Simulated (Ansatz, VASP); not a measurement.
## Ga2BAs3: VASP beside Ansatz

Contents of INCAR:

```
SYSTEM = Ga2BAs3
PREC = Accurate ; ENCUT = 520
EDIFF = 1E-6 ; ISMEAR = -1
SIGMA = 0.02 ; LREAL = .FALSE.
LASPH = .TRUE. ; NELM = 80
ALGO = Normal ; ISIF = 2
LWAVE = .FALSE. ; LCHARG = .FALSE.
GGA = PE ; NBANDS = 31
```

The input KPOINTS:

```
Automatic mesh
0
G
  8 8 8
  0 0 0
```

The input POSCAR:

```
Ga2BAs3
1.0
   -1.8864242196      5.6835802481      2.7152851594
    1.8864242196     -5.6835802481      2.7152851594
    1.8864242196      5.6835802481     -2.7152851594
B As Ga
1 3 2
Direct
    0.0067199799      0.0067199799      0.0000000000
    0.7952418571      0.2952418571      0.5000000000
    0.3749120847      0.2240978965      0.1508141882
    0.0732837083      0.2240978965      0.8491858118
    0.6625314165     -0.0000788150      0.6626102315
    0.3373109535     -0.0000788150      0.3373897685
```

Input for Ansatz:

```yaml
crystal:
  lattice:
    - [-1.8864242196, 5.6835802481, 2.7152851594]
    - [1.8864242196, -5.6835802481, 2.7152851594]
    - [1.8864242196, 5.6835802481, -2.7152851594]
  atoms:
    - { symbol: B, position: [0.0067199799, 0.0067199799, 0.0] }
    - { symbol: As, position: [0.7952418571, 0.2952418571, 0.5] }
    - { symbol: Ga, position: [0.6625314165, -7.8815e-05, 0.6626102315] }
    - { symbol: As, position: [0.3749120847, 0.2240978965, 0.1508141882] }
    - { symbol: Ga, position: [0.3373109535, -7.8815e-05, 0.3373897685] }
    - { symbol: As, position: [0.0732837083, 0.2240978965, 0.8491858118] }
kpoints:
  mp_grid: { grid: [8, 8, 8] }
  band_path:
    path:
      - [[0.0, 0.0, 0.0], [0.5, -0.5, 0.5], [0.2775406853443, -0.2775406853443, 0.7224593146557]]
      - [[-0.2775406853443, 0.2775406853443, 0.2775406853443], [0.0, 0.0, 0.0], [0.3070593615555, 0.3070593615555, -0.3070593615555]]
      - [[0.6929406384445, -0.3070593615555, 0.3070593615555], [0.5, -0.5, 0.5]]
      - [[0.0, 0.0, 0.0], [5.167489329883e-17, 0.5, 1.900409962258e-17], [0.25, 0.25, 0.25], [0.5, -3.164300830212e-17, -3.696488158583e-18], [0.0, 0.0, 0.0], [-7.25610858238e-18, 3.501168419801e-17, 0.5], [0.25, 0.25, 0.25]]
    npoints: 10
hamiltonian:
  xc: pbe
scf:
  occupations: { method: fermi_dirac, width: 0.02 }
  n_extra_bands: 5
output:
  forces: true
  stress: true
  eigenvalues: true
  write_density: true
  write_potential: true
  elf: true
  volumetric_format: npy
```

Alike in both runs: task single point; functional PBE; k mesh 8 × 8 × 8; occupations fermi-dirac, width 0.02 eV; no spin polarisation.

|  | VASP | Ansatz |
| --- | --- | --- |
| version | VASP 6.6.1 | Ansatz 0.2.0 |
| potentials or method | VASP PAW PBE potentials, release 64 (B, As, Ga_d) | plane waves, PAW |
| plane-wave cutoff (eV) | 520 | 420 |
| valence electrons in the cell | 44 | 74 |

VASP gave:

```
pressure (GPa)                     : 2.9
rms of the force components (eV/Å) : 0.075
```

Question: Estimate Ansatz's values.

Answer: Pressure (GPa): 2.6; rms of the force components (eV/Å): 0.078.

VASP's potentials hold 44 valence electrons a cell and Ansatz's 74, so a difference there can come from the potentials and not from the codes.
